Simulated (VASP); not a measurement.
## PbSe: single point with PBEsol

Crystal: PbSe.

```
Pb Se
1.0
     0.00000   12.00080    3.12544
     3.11815    0.00000    3.12544
     3.11815   12.00080    0.00000
Pb Se
2 2
Direct
  0.19073 0.80527 0.19473
  0.80527 0.19073 0.80927
  0.67442 0.29558 0.70442
  0.29558 0.67442 0.32558
```

* Program: VASP 6.6.1
* Task: single point
* Functional: PBEsol
* Potentials or basis: VASP PAW PBE potentials, release 64 (Pb_d, Se)
* Cutoff: 520 eV
* k mesh: 4 × 4 × 4
* Occupations: gaussian, width 0.01 eV
* Spin: no spin polarisation

| Quantity | Value |
| --- | --- |
| Pressure | -1.2 GPa |
| Largest force | 0.269 eV/Å |
| Band gap on the k mesh | 1.64 eV |

Forces on the atoms (eV/Å):
```
Pb   0.000  0.250  0.009
Pb   0.000 -0.250  0.009
Se   0.000  0.269 -0.009
Se   0.000 -0.269 -0.009
```

Stress tensor (GPa, compression positive):
```
-1.34  0.00  0.00
 0.00 -1.03  0.00
 0.00  0.00 -1.36
```

Levels at points of the mesh, in eV from the valence-band top:
```csv
k point,band 18,band 19,band 20,band 21,band 22,band 23
"(0.00, 0.00, 0.00)",-1.21,-1.20,-0.34,2.31,4.17,4.56
"(0.50, 0.00, 0.00)",-0.78,0.00,0.00,1.64,1.64,2.59
"(0.50, 0.50, 0.00)",-2.57,-1.24,-1.23,3.77,3.81,5.18
"(0.50, 0.00, 0.50)",-1.21,-1.20,-0.34,2.21,4.56,4.82
"(0.00, 0.50, 0.50)",-2.57,-1.24,-1.23,3.79,3.79,5.17
```

It took 8.6 min on 1 thread of Intel(R) Xeon(R) Platinum 8375C CPU @ 2.90GHz (Ice Lake), with other jobs on the host, peak memory 0.7 GiB.

Caveat: the PAW data sets were made with another functional, which shifts forces and pressure a little; spin-orbit coupling is left out, which moves the levels of the heavy elements. A k mesh can miss the band edges.
